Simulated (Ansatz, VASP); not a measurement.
Two plane-wave programs on TaN

Contents of INCAR:

```
PREC = Accurate
ENCUT = 600
EDIFF = 1E-7
ISMEAR = -1
SIGMA = 0.05
LREAL = False
LASPH = True
NELM = 200
ALGO = Normal
ISIF = 3
LWAVE = False
LCHARG = False
LMAXMIX = 4
LDAU = True
LDAUTYPE = 2
LDAUL = 2 -1
LDAUU = 6 0
LDAUJ = 0 0
LDAUPRINT = 1
GGA = PE
IBRION = 2
NSW = 60
EDIFFG = -0.01
GGA_COMPAT = False
NELMIN = 4
```

KPOINTS

```
regular mesh
0
Gamma
  10 10 9
```

Contents of POSCAR:

```
TaN
1.0
    2.9380011100      0.0000000000      0.0000000000
   -1.4690005500      2.5443836000      0.0000000000
    0.0000000000      0.0000000000      2.8830022100
Ta N
1 1
Direct
    0.3333333333      0.6666666667      0.5000000000
    0.0000000000      0.0000000000      0.0000000000
```

File input.yaml:

```yaml
crystal:
  lattice:
    - [2.93800111, 0.0, 0.0]
    - [-1.46900055, 2.5443836, 0.0]
    - [0.0, 0.0, 2.88300221]
  atoms:
    - { symbol: Ta, position: [0.3333333333, 0.6666666667, 0.5] }
    - { symbol: "N", position: [0.0, 0.0, 0.0] }
hamiltonian:
  xc: pbe
  pseudopotentials: { kind: paw }
  hubbard: { sites: [{ species: Ta, l: d, u_eff: 6.0 }] }
kpoints:
  mp_grid: { grid: [10, 10, 9] }
scf:
  occupations: { method: fermi_dirac, width: 0.05 }
output:
  forces: true
  stress: true
  eigenvalues: true
relax:
  f_tol: 0.01
  max_steps: 40
  cell: { stress_tol: 0.05 }
```

Alike in both runs: task relaxation of cell and atoms; functional PBE; k mesh 10 × 10 × 9; occupations fermi-dirac, width 0.05 eV; no spin polarisation; Hubbard terms Ta d U = 6.0 eV.

|  | VASP | Ansatz |
| --- | --- | --- |
| version | VASP 6.6.1 | Ansatz 0.2.0 |
| potentials or method | VASP PAW PBE potentials, release 64 (Ta_sv_GW, N) | Ansatz PAW |
| plane-wave cutoff (eV) | 600 | 420 |
| valence electrons in the cell | 18 | 18 |

Ansatz gave:

- gap on the k mesh at the Fermi level, each at its own relaxed structure (eV): none
- relaxed volume (Å³/atom): 11.13
- relaxed cell length with the largest relative difference (Å): 2.902

Task: Which values does VASP return?

Result: gap on the k mesh at the Fermi level, each at its own relaxed structure (eV): none; relaxed volume (Å³/atom): 11.56; relaxed cell length with the largest relative difference (Å): 2.954.

The programs project onto different local orbitals, so the same U acts differently, and such runs can settle in different states. A gap of «none» marks a metal or a gap that the smearing closes.

Spin-orbit coupling is off throughout. Noted on Ansatz's run: the plane-wave basis is chosen anew once the cell has moved, so the energies of steps on either side of that aren't comparable.
